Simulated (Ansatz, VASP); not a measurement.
Ga3Bi2As in VASP and in Ansatz

```
As Ga Bi
1.0
    -2.19444    6.59248    3.10827
     2.19444   -6.59248    3.10827
     2.19444    6.59248   -3.10827
As Ga Bi
1 3 2
Direct
  0.00257 0.00257 0.00000
  0.22089 0.72089 0.50000
  0.61250 0.76554 0.84695
  0.91859 0.76554 0.15305
  0.33176 0.99773 0.33403
  0.66369 0.99773 0.66597
```

Alike in both runs: task single point; functional PBE; k mesh 6 × 6 × 6; occupations fermi-dirac, width 0.02 eV; no spin polarisation.

|  | VASP | Ansatz |
| --- | --- | --- |
| version | VASP 6.6.1 | Ansatz 0.2.0 |
| potentials or method | VASP PAW PBE potentials, release 64 (As, Ga_d, Bi_d) | plane waves, PAW |
| plane-wave cutoff (eV) | 520 | 420 |
| valence electrons in the cell | 74 | 84 |

|  | VASP | Ansatz | Ansatz less VASP |
| --- | --- | --- | --- |
| pressure (GPa) | 0.0 | 0.0 | -0.04 |
| rms of the force components (eV/Å) | 0.004 | 0.000 | -0.0034 |

With one functional, cell and mesh, what is left measures potentials, basis and numerics. VASP's potentials hold 74 valence electrons a cell and Ansatz's 84, so a difference there can come from the potentials and not from the codes.

Neither program's run includes spin-orbit coupling.
